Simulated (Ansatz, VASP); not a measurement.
## HfO2: VASP beside Ansatz

```
CELL_PARAMETERS angstrom
0.00000 -2.54892 -2.54892
0.00000 2.54892 -2.54892
5.09784 0.00000 0.00000
ATOMIC_POSITIONS crystal
Hf 0.52056 0.47944 0.50000
Hf 0.97944 0.02056 0.00000
O 0.00015 0.50015 0.71540
O 0.49985 0.99985 0.28460
O 0.00015 0.50015 0.21540
O 0.49985 0.99985 0.78460
```

Change from the starting cell: mode 1 frozen in at -0.176 Å and mode 5 at -0.105 Å (largest displacements).

Alike in both runs: task single point; functional PBE; k mesh 6 × 6 × 6; occupations gaussian, width 0.05 eV; no spin polarisation.

```csv
,VASP,Ansatz
version,VASP 6.6.1,Ansatz 0.2.0
potentials or method,"VASP PAW PBE potentials, release 64 (Hf_pv, O), cutoff 520 eV","scalar-relativistic, plane waves, PAW"
valence electrons in the cell,44,76
```

Ansatz gave:

- gap on the k mesh at the Fermi level (eV): 4.42
- least direct gap on the mesh (eV): 4.53
- pressure (GPa): 4.0
- traceless stress, the component that is largest in VASP (GPa): -4.35
- rms of the force components (eV/Å): 0.363

Question: Which values does VASP return?

Answer: gap on the k mesh at the Fermi level (eV): 4.42; least direct gap on the mesh (eV): 4.52; pressure (GPa): 0.4; traceless stress, the component that is largest in VASP (GPa): -4.31; rms of the force components (eV/Å): 0.354.

Atom by atom the forces differ by 0.025 eV/Å (rms over components). VASP's potentials hold 44 valence electrons a cell and Ansatz's 76, so a difference there can come from the potentials and not from the codes.

Spin-orbit coupling is off throughout.
